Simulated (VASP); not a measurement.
# GaPt12 in VASP: relaxation of the atoms with PBEsol

Aim: the relaxation of the atoms of GaPt12 with PBEsol.

Program: VASP 6.6.1. These are calculated values, not measurements. Logs are shortened: lines on timing, memory, paths and dates and some standing lists are left out, and cuts for length are marked.

## 1. The cell of the first run

The cell holds a slab with vacuum, 13 atoms: a = 5.544 Å, b = 5.544 Å, c = 16.526 Å, α = 90.00°, β = 90.00°, γ = 60.00°.

## 2. Relaxation of the atoms, PBEsol

The input, INCAR:

```
ALGO = Normal ; EDIFF = 1E-6
EDIFFG = -0.08 ; ENCUT = 520
GGA = PS ; IBRION = 2
ISIF = 2 ; ISMEAR = -1
KPAR = 2 ; LASPH = T
LCHARG = F ; LREAL = F
LWAVE = F ; NELM = 100
NSW = 45 ; PREC = Accurate
SIGMA = 0.15
```

The input, KPOINTS:

```
k-points
0
Gamma
  3 3 1
```

The input, POSCAR:

```
GaPt12
1.0
    5.5437170000      0.0000000000      0.0000000000
    2.7718590000      4.8010000000      0.0000000000
    0.0000000000      0.0000000000     16.5264260000
Pt Ga
12 1
Selective dynamics
Direct
    0.1666667000      0.1666667000      0.0605092000  F F F
    0.6666667000      0.1666667000      0.0605092000  F F F
    0.1666667000      0.6666667000      0.0605092000  F F F
    0.6666667000      0.6666667000      0.0605092000  F F F
   -0.1666667000      0.3333333000      0.1974542000  T T T
    0.3333333000      0.3333333000      0.1974542000  T T T
   -0.1666667000      0.8333333000      0.1974542000  T T T
    0.3333333000      0.8333333000      0.1974542000  T T T
    0.0000000000      0.0000000000      0.3343993000  T T T
    0.5000000000      0.0000000000      0.3343993000  T T T
    0.0000000000      0.5000000000      0.3343993000  T T T
    0.5000000000      0.5000000000      0.3343993000  T T T
    0.1507799000      0.1636988000      0.4663093000  T T T
```

Potentials or basis: VASP PAW PBE potentials, release 64 (Pt, Ga_d).

The run is started by

```
$ cat potpaw_PBE.64/Pt/POTCAR potpaw_PBE.64/Ga_d/POTCAR > POTCAR
$ mpirun -np 2 vasp_std > vasp.out
```

OUTCAR:

```text
EDIFF = 1E-6
   EDIFFG = -0.08
   ENCUT = 520
   GGA = PS
   IBRION = 2
   ISIF = 2
   ISMEAR = -1
   LASPH = T
   LREAL = F
   NELM = 100
   NSW = 45
   PREC = Accurate

 ion  position               nearest neighbor table
   1  0.167  0.167  0.061-   6 2.77   5 2.77   8 2.77   4 2.77   4 2.77   2 2.77   2 2.77   3 2.77
                             3 2.77
   2  0.667  0.167  0.061-   5 2.77   6 2.77   7 2.77   3 2.77   3 2.77   1 2.77   1 2.77   4 2.77
                             4 2.77
   3  0.167  0.667  0.061-   8 2.77   7 2.77   6 2.77   2 2.77   2 2.77   4 2.77   4 2.77   1 2.77
                             1 2.77
   4  0.667  0.667  0.061-   7 2.77   8 2.77   5 2.77   1 2.77   1 2.77   3 2.77   3 2.77   2 2.77
                             2 2.77
   5  0.833  0.333  0.197-   2 2.77   1 2.77   4 2.77  12 2.77   8 2.77   8 2.77   6 2.77   6 2.77
                             9 2.77   7 2.77   7 2.77  11 2.77
   6  0.333  0.333  0.197-   1 2.77   2 2.77   3 2.77  11 2.77   7 2.77   7 2.77   5 2.77   5 2.77
                            10 2.77   8 2.77   8 2.77  12 2.77
   7  0.833  0.833  0.197-   4 2.77   3 2.77   2 2.77  10 2.77   6 2.77   6 2.77   8 2.77   8 2.77
                            11 2.77   5 2.77   5 2.77   9 2.77
   8  0.333  0.833  0.197-   3 2.77   4 2.77   1 2.77   9 2.77   5 2.77   5 2.77   7 2.77   7 2.77
                            12 2.77   6 2.77   6 2.77  10 2.77
   9  0.000  0.000  0.334-  13 2.65   8 2.77  12 2.77  12 2.77  10 2.77  10 2.77   5 2.77  11 2.77
                            11 2.77   7 2.77
  10  0.500  0.000  0.334-  13 2.75   7 2.77  11 2.77  11 2.77   9 2.77   9 2.77   6 2.77  12 2.77
                            12 2.77   8 2.77
  11  0.000  0.500  0.334-  13 2.71   6 2.77  10 2.77  10 2.77  12 2.77  12 2.77   7 2.77   9 2.77
                             9 2.77   5 2.77
  12  0.500  0.500  0.334-   5 2.77   9 2.77   9 2.77  11 2.77  11 2.77   8 2.77  10 2.77  10 2.77
                             6 2.77
  13  0.151  0.164  0.466-   9 2.65  11 2.71  10 2.75

  LATTYP: Found a hexagonal cell.
 ALAT       =     5.5437174636
 C/A-ratio  =     2.9811089957

  Lattice vectors:

 A1 = (  -2.7718590000,  -4.8010000000,   0.0000000000)
 A2 = (   5.5437170000,   0.0000000000,   0.0000000000)
 A3 = (   0.0000000000,   0.0000000000,  16.5264260000)

Analysis of symmetry for initial positions (statically):
=====================================================================
 Subroutine PRICEL returns:
 Original cell was already a primitive cell.

 Routine SETGRP: Setting up the symmetry group for a
 hexagonal supercell.

 Subroutine GETGRP returns: Found  1 space group operations
 (whereof  1 operations were pure point group operations)
 out of a pool of 24 trial point group operations.

The static configuration has the point symmetry C_1 .

Analysis of symmetry for dynamics (positions and initial velocities):
=====================================================================
 Subroutine PRICEL returns:
 Original cell was already a primitive cell.

 Routine SETGRP: Setting up the symmetry group for a
 hexagonal supercell.

 Subroutine GETGRP returns: Found  1 space group operations
 (whereof  1 operations were pure point group operations)
 out of a pool of 24 trial point group operations.

The dynamic configuration has the point symmetry C_1 .

Analysis of constrained symmetry for selective dynamics:
=====================================================================
 Subroutine PRICEL returns:
 Original cell was already a primitive cell.

 Routine SETGRP: Setting up the symmetry group for a
 hexagonal supercell.

 Subroutine GETGRP returns: Found  1 space group operations
 (whereof  1 operations were pure point group operations)
 out of a pool of 24 trial point group operations.

The constrained configuration has the point symmetry C_1 .

 Subroutine INISYM returns: Found  1 space group operations
 (whereof  1 operations are pure point group operations),
 and found     1 'primitive' translations

----------------------------------------------------------------------------------------

                                     Primitive cell

  volume of cell :     439.8572

  direct lattice vectors                    reciprocal lattice vectors
     5.543717000  0.000000000  0.000000000     0.180384388 -0.104144989  0.000000000
     2.771859000  4.801000000  0.000000000     0.000000000  0.208289940  0.000000000
     0.000000000  0.000000000 16.526426000     0.000000000  0.000000000  0.060509151

  length of vectors
[... 56 lines left out ...]

 Found      5 irreducible k-points:

 Following reciprocal coordinates:
            Coordinates               Weight
  0.000000  0.000000  0.000000      1.000000
  0.333333 -0.000000  0.000000      2.000000
  0.333333  0.333333  0.000000      2.000000
  0.000000  0.333333  0.000000      2.000000
 -0.333333  0.333333  0.000000      2.000000
   k-points           NKPTS =      5   k-points in BZ     NKDIM =      5   number of bands    NBANDS=     79
   number of dos      NEDOS =    301   number of ions     NIONS =     13
   total plane-waves  NPLWV = 222264
   dimension x,y,z NGX =    42 NGY =   42 NGZ =  126
   dimension x,y,z NGXF=    84 NGYF=   84 NGZF=  252
   ions per type =              12   1
   NGX,Y,Z   is equivalent  to a cutoff of  12.60, 12.60, 12.67 a.u.
   NGXF,Y,Z  is equivalent  to a cutoff of  25.19, 25.19, 25.35 a.u.
 SYSTEM =  unknown system
   PREC   = accura    normal or accurate (medium, high low for compatibility)
   ISTART =      0    job   : 0-new  1-cont  2-samecut
   ICHARG =      2    charge: 1-file 2-atom 10-const
   ISPIN  =      1    spin polarized calculation?
   LNONCOLLINEAR =      F non collinear calculations
   LSORBIT =      F    spin-orbit coupling
   LASPH  =      T    aspherical Exc in radial PAW
   ENCUT  =  520.0 eV  38.22 Ry    6.18 a.u.  10.31 10.31 30.73*2*pi/ulx,y,z
   NELM   =    100;   NELMIN=  2; NELMDL= -5     # of ELM steps
   EDIFF  = 0.1E-05   stopping-criterion for ELM
   LREAL  =      F    real-space projection
   EDIFFG = -.8E-01   stopping-criterion for IOM
   NSW    =     45    number of steps for IOM
   IBRION =      2    ionic relax: 0-MD 1-quasi-New 2-CG
   NFREE  =      1    steps in history (QN), initial steepest desc. (CG)
   ISIF   =      2    stress and relaxation
   ISYM   =      2    0-nonsym 1-usesym 2-fastsym
   POTIM  = 0.5000    time-step for ionic-motion
   TEBEG  =    0.0;   TEEND  =   0.0 temperature during run
   PSTRESS=    0.0 pullay stress
   NELECT =     133.0000    total number of electrons
   NUPDOWN=      -1.0000    fix difference up-down
   EMIN   =  10.00;   EMAX   =-10.00  energy-range for DOS
   EFERMI =   0.00;   METHOD = LEGACY
   ISMEAR =    -1;   SIGMA  =   0.15  broadening in eV -4-tet -1-fermi 0-gaus
   EFERMI_NEDOS =   21; number of points for ismear=-14 and -15
   IALGO  =     38    algorithm
   IMIX   =      4    mixing-type and parameters
     AMIX     =   0.40;   BMIX     =  1.00
     AMIX_MAG =   1.60;   BMIX_MAG =  1.00
  volume/ion in A,a.u.               =      33.84       228.33
  Fermi-wavevector in a.u.,A,eV,Ry     =   1.098807  2.076444 16.427364  1.207377
  Thomas-Fermi vector in A             =   2.235191
   LORBIT       =      0    0 simple, 1 ext, 2 COOP (PROOUT), +10 PAW based schemes
   GGA     = PS    functional components
   LHFCALC =     F    Hartree Fock is set to
   AEXX    =    0.0000 exact exchange contribution
   IVDW    =     0    specifies the selected vdW correction
   LEPSILON=     F    determine dielectric tensor
   LRPA    =     F    only Hartree local field effects (RPA)
 conjugate gradient relaxation of ions
 non-spin polarized calculation
  energy-cutoff  :      520.00
  volume of cell :      439.86
 maximum number of plane-waves:     11863
 NGX is ok and might be reduce to    42
   NGX = 21   NGY = 21   NGZ = 61

--------------------------------------- Ionic step        1  -------------------------------------------

 number of electron     133.0000019 magnetization

 Free energy of the ion-electron system (eV)
  ---------------------------------------------------
  ext. energy  EPLUGINS =         0.00000000
  ---------------------------------------------------
  free energy    TOTEN  =       -83.05722870 eV

  energy without entropy =      -81.73857697  energy(sigma->0) =      -82.39790284

------------------------ aborting loop because EDIFF is reached ----------------------------------------

  FORCE on cell =-STRESS in cart. coord.  units (eV):
  Direction    XX          YY          ZZ          XY          YZ          ZX
  --------------------------------------------------------------------------------------
  -------------------------------------------------------------------------------------
  Total      -18.0017111    -18.0147629     -2.0125524      0.0401361      0.0428306      0.1700375
  in kB      -65.5711302    -65.6186712     -7.3307107      0.1461954      0.1560103      0.6193606
  external PRESSURE =     -46.1735040 kB  Pullay stress =       0.0000000 kB
[... 122 lines left out ...]
  FREE ENERGIE OF THE ION-ELECTRON SYSTEM (eV)
  ---------------------------------------------------
  free  energy   TOTEN  =       -83.2215120158 eV

  energy  without entropy=      -81.9140248820  energy(sigma->0) =      -82.56776845

[... ionic steps 4 to 7 ...]

--------------------------------------- Ionic step        8  -------------------------------------------

 number of electron     133.0000008 magnetization

------------------------ aborting loop because EDIFF is reached ----------------------------------------
[... 89 lines left out ...]
--------------------------------------- Ionic step       10  -------------------------------------------

 number of electron     133.0000007 magnetization

 Free energy of the ion-electron system (eV)
  ---------------------------------------------------
  ext. energy  EPLUGINS =         0.00000000
  ---------------------------------------------------
  free energy    TOTEN  =       -83.28842619 eV

  energy without entropy =      -81.98677977  energy(sigma->0) =      -82.63760298

 E-fermi :   1.7621     XC(G=0):  -7.2060

 val. band max:        1.7343817935   @ k =   0.3333  -0.0000   0.0000
 cond. band min:       1.8155722255   @ k =   0.3333   0.3333   0.0000
 fundamental gap:      0.0811904320
 Fermi energy:         1.7621491168

 k-point     1 :       0.0000    0.0000    0.0000
  band No.  band energies     occupation
      1     -12.5033      2.00000
      2     -12.5018      2.00000
      3     -12.4890      2.00000
      4     -12.4339      2.00000
      5     -12.4333      2.00000
      6      -7.6112      2.00000
[... 394 lines left out ...]
     77       5.6858      0.00000
     78       6.7378      0.00000
 [bands above 78 left out]

------------------------ aborting loop because EDIFF is reached ----------------------------------------

  FORCE on cell =-STRESS in cart. coord.  units (eV):
  Direction    XX          YY          ZZ          XY          YZ          ZX
  --------------------------------------------------------------------------------------
  -------------------------------------------------------------------------------------
  Total      -17.5552883    -17.5675609     -0.9051381      0.0683755      0.0234922      0.1696478
  in kB      -63.9450377    -63.9897407     -3.2969602      0.2490573      0.0855701      0.6179411
  external PRESSURE =     -43.7439129 kB  Pullay stress =       0.0000000 kB
[... 28 lines left out ...]
  FREE ENERGIE OF THE ION-ELECTRON SYSTEM (eV)
  ---------------------------------------------------
  free  energy   TOTEN  =       -83.2884261852 eV

  energy  without entropy=      -81.9867797688  energy(sigma->0) =      -82.63760298

 reached required accuracy - stopping structural energy minimisation
```

Run time: 25 min. Hardware: 2 MPI ranks of Intel Xeon Platinum 8375C at 2.90GHz (Ice Lake), shared host; peak memory 0.6 GiB.

What came out:

| Item | Value |
| --- | --- |
| Free energy | -83.2884 eV |
| Energy gained by relaxing | 17.8 meV/atom |
| Ionic steps | 10 |
| Band gap on the k mesh | zero (an odd number of electrons rules out a gap without spin polarisation) |

Step by step:
| step | energy change (eV) | largest force on free atoms (eV/Å) | pressure (GPa) |
| --- | --- | --- | --- |
| 1 | 0.0000 | 1.2849 | -4.62 |
| 2 | -0.1093 | 1.0175 | -4.75 |
| 3 | -0.1643 | 0.5879 | -4.73 |
| 4 | -0.2151 | 0.3079 | -4.62 |
| 5 | -0.2174 | 0.2684 | -4.58 |
| 6 | -0.2255 | 0.1459 | -4.54 |
| 7 | -0.2256 | 0.1569 | -4.53 |
| 8 | -0.2284 | 0.1113 | -4.48 |
| 9 | -0.2290 | 0.0997 | -4.44 |
| 10 | -0.2312 | 0.0676 | -4.37 |

Final structure:
```
CELL_PARAMETERS angstrom
5.54372 0.00000 0.00000
2.77186 4.80100 0.00000
0.00000 0.00000 16.52643
ATOMIC_POSITIONS crystal
Pt 0.16667 0.16667 0.06051
Pt 0.66667 0.16667 0.06051
Pt 0.16667 0.66667 0.06051
Pt 0.66667 0.66667 0.06051
Pt 0.83305 0.33318 0.19775
Pt 0.33296 0.33317 0.19796
Pt 0.83257 0.83318 0.19666
Pt 0.33295 0.83329 0.19784
Pt 0.99569 0.99683 0.33669
Pt 0.50244 0.99759 0.33751
Pt 0.99606 0.50435 0.33715
Pt 0.49857 0.49958 0.33543
Ga 0.16005 0.16588 0.45195
```

Caveat: the k points lie up to 0.44 Å⁻¹ apart, too coarse for converged energies and pressures of a metal; there is no dipole correction, which matters where the two faces differ; the PAW data sets were made with another functional, which shifts forces and pressure a little; spin-orbit coupling is left out, which moves the levels of the heavy elements.

The gap in the log of VASP goes by the Fermi energy; the results here count the filled bands.